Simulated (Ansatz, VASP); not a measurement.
## Two plane-wave programs on Cs

```
CELL_PARAMETERS angstrom
8.78332 0.00000 0.00000
-4.39166 7.60658 0.00000
0.00000 0.00000 5.27691
ATOMIC_POSITIONS crystal
Cs 0.00000 0.00000 0.00000
Cs 0.33333 0.66667 0.50000
Cs 0.66667 0.33333 0.50000
```

Alike in both runs: functional PBE; k mesh 5 × 5 × 6; occupations fermi-dirac, width 0.1 eV; no spin polarisation.

Ansatz relaxed the structure, and its values are those at the end. VASP's run is a single point on that final structure, the one shown.

```csv
,VASP,Ansatz
version,VASP 6.6.1,Ansatz 0.2.0
potentials or method,"VASP PAW PBE potentials, release 64 (Cs_sv), cutoff 520 eV","plane waves (420 eV) with PAW, scalar-relativistic"
valence electrons in the cell,27,27
```

```csv
,VASP,Ansatz,Ansatz less VASP
pressure (GPa),0.0,0.0,+0.01
```

Neither program's run includes spin-orbit coupling.
